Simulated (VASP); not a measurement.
# PbS (lda) (I4/mmm) in VASP: further runs

PbS (lda) is run at these levels: LDA; tasks: relaxation of the atoms.

Everything below comes from runs of VASP 6.6.1. Logs are shortened: lines on timing, memory, paths and dates and some standing lists are left out, and cuts for length are marked.

### 1 The cell of the first run

Symmetry: I4/mmm, No. 139, tetragonal system. The conventional cell has a = 4.136 Å, b = 4.136 Å, c = 5.788 Å, α = 90.00°, β = 90.00°, γ = 90.00°. Pb (site symmetry 4/mmm) has 6 S at 2.89 to 2.92 Å within 3.8 Å. S (site symmetry 4/mmm) has 6 Pb at 2.89 to 2.92 Å within 3.8 Å.

### 2 Relaxation of the atoms, LDA (strained cell)

INCAR reads:

```
SYSTEM = PbS
PREC = Accurate ; ENCUT = 450
EDIFF = 1E-7 ; ISMEAR = 0
SIGMA = 0.01 ; LREAL = .FALSE.
LASPH = .TRUE. ; NELM = 120
ALGO = Normal ; ISIF = 2
LWAVE = .FALSE. ; LCHARG = .FALSE.
GGA = CA ; IBRION = 2
NSW = 60 ; EDIFFG = -0.002
GGA_COMPAT = .FALSE. ; NELMIN = 4
```

KPOINTS reads:

```
Automatic mesh
0
G
  10 10 10
  0 0 0
```

POSCAR reads:

```
PbS
1.0
    0.0000000000      2.9249466694      2.8939215858
    2.9249466694      0.0000000000      2.8939215858
    2.9249466694      2.9249466694      0.0000000000
Pb S
1 1
Direct
    0.0000000000      0.0000000000      0.0000000000
    0.5000000000      0.5000000000      0.5000000000
```

Potentials or basis: VASP PAW LDA potentials, release 64 (Pb_d, S).

Run with:

```sh
$ cat potpaw_LDA.64/Pb_d/POTCAR potpaw_LDA.64/S/POTCAR > POTCAR
$ mpirun -np 1 vasp_std > vasp.out
```

OUTCAR:

```text
SYSTEM = PbS
   PREC = Accurate
   ENCUT = 450
   EDIFF = 1E-7
   ISMEAR = 0
   LREAL = .FALSE.
   LASPH = .TRUE.
   NELM = 120
   ISIF = 2
   GGA = CA
   IBRION = 2
   NSW = 60
   EDIFFG = -0.002
   NELMIN = 4

 ion  position               nearest neighbor table
   1  0.000  0.000  0.000-   2 2.89   2 2.89   2 2.92   2 2.92   2 2.92   2 2.92
   2  0.500  0.500  0.500-   1 2.89   1 2.89   1 2.92   1 2.92   1 2.92   1 2.92

  LATTYP: Found a body centered tetragonal cell.
 ALAT       =     4.1364992491
 C/A-ratio  =     1.3992129149

  Lattice vectors:

 A1 = (   0.0000000000,  -2.9249466694,  -2.8939215858)
 A2 = (   0.0000000000,   2.9249466694,  -2.8939215858)
 A3 = (   2.9249466694,   0.0000000000,   2.8939215858)

Analysis of symmetry for initial positions (statically):
=====================================================================
 Subroutine PRICEL returns:
 Original cell was already a primitive cell.

 Routine SETGRP: Setting up the symmetry group for a
 body centered tetragonal supercell.

 Subroutine GETGRP returns: Found 16 space group operations
 (whereof 16 operations were pure point group operations)
 out of a pool of 16 trial point group operations.

The static configuration has the point symmetry D_4h.

Analysis of symmetry for dynamics (positions and initial velocities):
=====================================================================
 Subroutine PRICEL returns:
 Original cell was already a primitive cell.

 Routine SETGRP: Setting up the symmetry group for a
 body centered tetragonal supercell.

 Subroutine GETGRP returns: Found 16 space group operations
 (whereof 16 operations were pure point group operations)
 out of a pool of 16 trial point group operations.

The dynamic configuration has the point symmetry D_4h.

 Subroutine INISYM returns: Found 16 space group operations
 (whereof 16 operations are pure point group operations),
 and found     1 'primitive' translations

----------------------------------------------------------------------------------------

                                     Primitive cell

  volume of cell :      49.5168

  direct lattice vectors                    reciprocal lattice vectors
     0.000000000  2.924946669  2.893921586    -0.170943288  0.170943288  0.172775932
     2.924946669  0.000000000  2.893921586     0.170943288 -0.170943288  0.172775932
     2.924946669  2.924946669  0.000000000     0.170943288  0.170943288 -0.172775932

  length of vectors
     4.114619686  4.114619686  4.136499249     0.297144305  0.297144305  0.297144305

  position of ions in fractional coordinates (direct lattice)
     0.000000000  0.000000000  0.000000000
     0.500000000  0.500000000  0.500000000

  ion indices of the primitive-cell ions
   primitive index   ion index
                 1           1
                 2           2

----------------------------------------------------------------------------------------

 KPOINTS: Automatic mesh

Automatic generation of k-mesh.
 Grid dimensions read from file:
 generate k-points for:   10   10   10

 Generating k-lattice:

  Cartesian coordinates                     Fractional coordinates (reciprocal lattice)
    -0.017094329  0.017094329  0.017277593     0.100000000 -0.000000000  0.000000000
     0.017094329 -0.017094329  0.017277593    -0.000000000  0.100000000  0.000000000
     0.017094329  0.017094329 -0.017277593     0.000000000  0.000000000  0.100000000

  Length of vectors
     0.029714431  0.029714431  0.029714431

  Shift w.r.t. Gamma in fractional coordinates (k-lattice)
     0.000000000  0.000000000  0.000000000

 Subroutine IBZKPT returns following result:
 ===========================================

 Found    102 irreducible k-points:

 Following reciprocal coordinates:
            Coordinates               Weight
  0.000000  0.000000  0.000000      1.000000
  0.100000 -0.000000  0.000000      8.000000
  0.200000 -0.000000  0.000000      8.000000
  0.300000  0.000000  0.000000      8.000000
  0.400000  0.000000  0.000000      8.000000
  0.500000 -0.000000  0.000000      4.000000
[... 16 lines left out ...]
  0.300000  0.300000  0.000000      2.000000
  0.400000  0.300000  0.000000      8.000000
 [... further k-points ...]
   k-points           NKPTS =    102   k-points in BZ     NKDIM =    102   number of bands    NBANDS=     14
   number of dos      NEDOS =    301   number of ions     NIONS =      2
   total plane-waves  NPLWV =  23520
   dimension x,y,z NGX =    28 NGY =   28 NGZ =   30
   dimension x,y,z NGXF=    56 NGYF=   56 NGZF=   60
   ions per type =               1   1
   NGX,Y,Z   is equivalent  to a cutoff of  11.31, 11.31, 12.06 a.u.
   NGXF,Y,Z  is equivalent  to a cutoff of  22.63, 22.63, 24.11 a.u.
 SYSTEM =  PbS
   PREC   = accura    normal or accurate (medium, high low for compatibility)
   ISTART =      0    job   : 0-new  1-cont  2-samecut
   ICHARG =      2    charge: 1-file 2-atom 10-const
   ISPIN  =      1    spin polarized calculation?
   LNONCOLLINEAR =      F non collinear calculations
   LSORBIT =      F    spin-orbit coupling
   LASPH  =      T    aspherical Exc in radial PAW
   ENCUT  =  450.0 eV  33.07 Ry    5.75 a.u.   7.12  7.12  7.15*2*pi/ulx,y,z
   NELM   =    120;   NELMIN=  4; NELMDL= -5     # of ELM steps
   EDIFF  = 0.1E-06   stopping-criterion for ELM
   LREAL  =      F    real-space projection
   EDIFFG = -.2E-02   stopping-criterion for IOM
   NSW    =     60    number of steps for IOM
   IBRION =      2    ionic relax: 0-MD 1-quasi-New 2-CG
   NFREE  =      1    steps in history (QN), initial steepest desc. (CG)
   ISIF   =      2    stress and relaxation
   ISYM   =      2    0-nonsym 1-usesym 2-fastsym
   POTIM  = 0.5000    time-step for ionic-motion
   TEBEG  =    0.0;   TEEND  =   0.0 temperature during run
   PSTRESS=    0.0 pullay stress
   NELECT =      20.0000    total number of electrons
   NUPDOWN=      -1.0000    fix difference up-down
   EMIN   =  10.00;   EMAX   =-10.00  energy-range for DOS
   EFERMI =   0.00;   METHOD = LEGACY
   ISMEAR =     0;   SIGMA  =   0.01  broadening in eV -4-tet -1-fermi 0-gaus
   EFERMI_NEDOS =   21; number of points for ismear=-14 and -15
   IALGO  =     38    algorithm
   IMIX   =      4    mixing-type and parameters
     AMIX     =   0.40;   BMIX     =  1.00
     AMIX_MAG =   1.60;   BMIX_MAG =  1.00
  volume/ion in A,a.u.               =      24.76       167.08
  Fermi-wavevector in a.u.,A,eV,Ry     =   1.210135  2.286824 19.924746  1.464428
  Thomas-Fermi vector in A             =   2.345691
   LORBIT       =      0    0 simple, 1 ext, 2 COOP (PROOUT), +10 PAW based schemes
   GGA     = CA    functional components
   LHFCALC =     F    Hartree Fock is set to
   AEXX    =    0.0000 exact exchange contribution
   IVDW    =     0    specifies the selected vdW correction
   LEPSILON=     F    determine dielectric tensor
   LRPA    =     F    only Hartree local field effects (RPA)
 conjugate gradient relaxation of ions
 non-spin polarized calculation
 Gauss-broadening in eV      SIGMA  =   0.01
  energy-cutoff  :      450.00
  volume of cell :       49.52
 maximum number of plane-waves:      1094
   NGX = 15   NGY = 15   NGZ = 15

 number of electron      20.0000000 magnetization

 Free energy of the ion-electron system (eV)
  ---------------------------------------------------
  ext. energy  EPLUGINS =         0.00000000
  ---------------------------------------------------
  free energy    TOTEN  =        -9.99548088 eV

  energy without entropy =       -9.99543577  energy(sigma->0) =       -9.99545833

 E-fermi :   6.3787     XC(G=0): -10.2696

 val. band max:        6.3784384723   @ k =   0.5000  -0.0000   0.0000
 cond. band min:       6.3788854947   @ k =   0.5000  -0.0000   0.0000
 fundamental gap:      0.0004470224
 Fermi energy:         6.3786619835

 k-point     1 :       0.0000    0.0000    0.0000
  band No.  band energies     occupation
      1     -10.5697      2.00000
      2     -10.5688      2.00000
      3     -10.5688      2.00000
      4     -10.5649      2.00000
      5     -10.5594      2.00000
      6      -7.7533      2.00000
      7       0.3267      2.00000
      8       3.8187      2.00000
      9       3.9108      2.00000
     10       3.9108      2.00000
     11      11.4473      0.00000
     12      11.4473      0.00000
     13      11.7071      0.00000
     14      12.7995      0.00000

 k-point     2 :       0.1000   -0.0000    0.0000
  band No.  band energies     occupation
      1     -10.5697      2.00000
      2     -10.5689      2.00000
      3     -10.5675      2.00000
      4     -10.5621      2.00000
      5     -10.5597      2.00000
      6      -7.6583      2.00000
      7      -0.0398      2.00000
      8       3.8797      2.00000
      9       3.9379      2.00000
     10       4.1654      2.00000
     11      10.5385      0.00000
     12      10.8447      0.00000
     13      11.0242      0.00000
     14      12.8021      0.00000

 k-point     3 :       0.2000   -0.0000    0.0000
  band No.  band energies     occupation
      1     -10.5789      2.00000
      2     -10.5756      2.00000
      3     -10.5679      2.00000
      4     -10.5480      2.00000
      5     -10.5476      2.00000
      6      -7.3842      2.00000
      7      -0.8712      2.00000
      8       3.9823      2.00000
      9       4.0178      2.00000
     10       4.7442      2.00000
     11       9.1380      0.00000
     12       9.8052      0.00000
     13       9.9478      0.00000
     14      12.8054      0.00000
[... 324 lines left out ...]
 k-point    23 :       0.3000    0.3000    0.0000
  band No.  band energies     occupation
      1     -10.6729      2.00000
      2     -10.5922      2.00000
      3     -10.5427      2.00000
      4     -10.5185      2.00000
      5     -10.5185      2.00000
      6      -6.6361      2.00000
      7      -1.3031      2.00000
      8       2.9450      2.00000
      9       2.9450      2.00000
     10       3.4832      2.00000
     11       9.5002      0.00000
     12      10.3614      0.00000
     13      11.3045      0.00000
     14      11.3045      0.00000

 k-point    24 :       0.4000    0.3000    0.0000
  band No.  band energies     occupation
      1     -10.7014      2.00000
      2     -10.5926      2.00000
      3     -10.5446      2.00000
      4     -10.5102      2.00000
      5     -10.5055      2.00000
      6      -6.2824      2.00000
      7      -1.5594      2.00000
      8       2.3803      2.00000
      9       2.8404      2.00000
     10       3.0792      2.00000
     11       9.9459      0.00000
     12      10.3566      0.00000
     13      11.1831      0.00000
     14      11.6480      0.00000

 [... further k-points ...]

------------------------ aborting loop because EDIFF is reached ----------------------------------------

  FORCE on cell =-STRESS in cart. coord.  units (eV):
  Direction    XX          YY          ZZ          XY          YZ          ZX
  --------------------------------------------------------------------------------------
  -------------------------------------------------------------------------------------
  Total        0.0317429      0.0317429      0.5440133      0.0000000     -0.0000000      0.0000000
  in kB        1.0270822      1.0270822     17.6022184      0.0000000     -0.0000000      0.0000000
  external PRESSURE =       6.5521276 kB  Pullay stress =       0.0000000 kB

 VOLUME and BASIS-vectors are now :
 -----------------------------------------------------------------------------
  energy-cutoff  :      450.00
  volume of cell :       49.52
      direct lattice vectors                 reciprocal lattice vectors
     0.000000000  2.924946669  2.893921586    -0.170943288  0.170943288  0.172775932
     2.924946669  0.000000000  2.893921586     0.170943288 -0.170943288  0.172775932
     2.924946669  2.924946669  0.000000000     0.170943288  0.170943288 -0.172775932

 POSITION                                       TOTAL-FORCE (eV/Angst)
 -----------------------------------------------------------------------------------
      0.00000      0.00000      0.00000         0.000000     -0.000000      0.000000
      2.92495      2.92495      2.89392         0.000000      0.000000      0.000000
 -----------------------------------------------------------------------------------
    total drift:                                0.000000      0.000000      0.000000

  FREE ENERGIE OF THE ION-ELECTRON SYSTEM (eV)
  ---------------------------------------------------
  free  energy   TOTEN  =        -9.9954808850 eV

  energy  without entropy=       -9.9954357723  energy(sigma->0) =       -9.99545833

 reached required accuracy - stopping structural energy minimisation
```

It took 42 s on 1 thread of Intel Xeon Platinum 8488C (Sapphire Rapids), shared host; peak memory 0.18 GiB.

Results:

```
Free energy             : -9.9955 eV
Pressure after relaxing : 0.7 GPa
Band gap on the k mesh  : zero (filled and empty bands touch)
```

Final structure:
```
Pb S
1.0
     0.00000    2.92495    2.89392
     2.92495    0.00000    2.89392
     2.92495    2.92495    0.00000
Pb S
1 1
Direct
  0.00000 0.00000 0.00000
  0.50000 0.50000 0.50000
```

Caveat: the cell differs from its parent crystal (strained cell); the relaxation stopped at its first step, so nothing moved; spin-orbit coupling is left out, which moves the levels of the heavy elements.

### 3 Relaxation of the atoms, LDA (strained cell)

INCAR reads:

```
PREC = Accurate ; ENCUT = 450
EDIFF = 1E-7 ; ISMEAR = 0
SIGMA = 0.01 ; LREAL = F
LASPH = T ; NELM = 120
ALGO = Normal ; ISIF = 2
LWAVE = F ; LCHARG = F
IBRION = 2 ; NSW = 60
EDIFFG = -0.002 ; GGA_COMPAT = F
NELMIN = 4
```

KPOINTS reads:

```
regular mesh
0
Gamma
  10 10 10
```

POSCAR reads:

```
PbS
1.0
    0.0000000000      2.9257709733      2.8939215858
    2.9257709733      0.0000000000      2.8939215858
    2.9257709733      2.9257709733      0.0000000000
Pb S
1 1
Direct
    0.0000000000      0.0000000000      0.0000000000
    0.5000000000      0.5000000000      0.5000000000
```

Potentials or basis: VASP PAW LDA potentials, release 64 (Pb_d, S).

Run with:

```sh
$ cat potpaw_LDA.64/Pb_d/POTCAR potpaw_LDA.64/S/POTCAR > POTCAR
$ mpirun -np 1 vasp_std > vasp.out
```

It took 38 s on 1 thread of Intel Xeon Platinum 8488C (Sapphire Rapids), shared host; peak memory 0.18 GiB.

The run converged. Its results:

- Free energy: -9.9955 eV
- Pressure after relaxing: 0.6 GPa
- Band gap on the k mesh: 0.00 eV, direct

Stress tensor (GPa, compression positive):
```
0.06 0.00 0.00
0.00 0.06 0.00
0.00 0.00 1.76
```

Final structure:
```xyz
2
Lattice="0.0000 2.9258 2.8939 2.9258 0.0000 2.8939 2.9258 2.9258 0.0000" Properties=species:S:1:pos:R:3 pbc="T T T"
Pb    0.0000    0.0000    0.0000
S     2.9258    2.9258    2.8939
```

Levels at points of the mesh, in eV from the valence-band top:
```csv
k point,band 6,band 7,band 8,band 9,band 10,band 11,band 12,band 13,band 14
"(0.00, 0.00, 0.00)",-14.13,-6.05,-2.56,-2.46,-2.46,5.07,5.07,5.33,6.42
"(0.50, 0.00, 0.00)",-12.70,-9.32,-2.06,-2.03,0.00,0.00,1.61,1.68,8.47
"(0.50, 0.50, 0.00)",-12.12,-7.48,-5.80,-3.90,-3.90,3.40,5.65,5.65,5.65
"(0.50, 0.00, 0.50)",-12.19,-7.41,-5.78,-3.93,-3.81,3.44,5.53,5.59,5.84
```

Caveat: the cell differs from its parent crystal (strained cell); the relaxation stopped at its first step, so nothing moved; spin-orbit coupling is left out, which moves the levels of the heavy elements. A k mesh can miss the band edges.
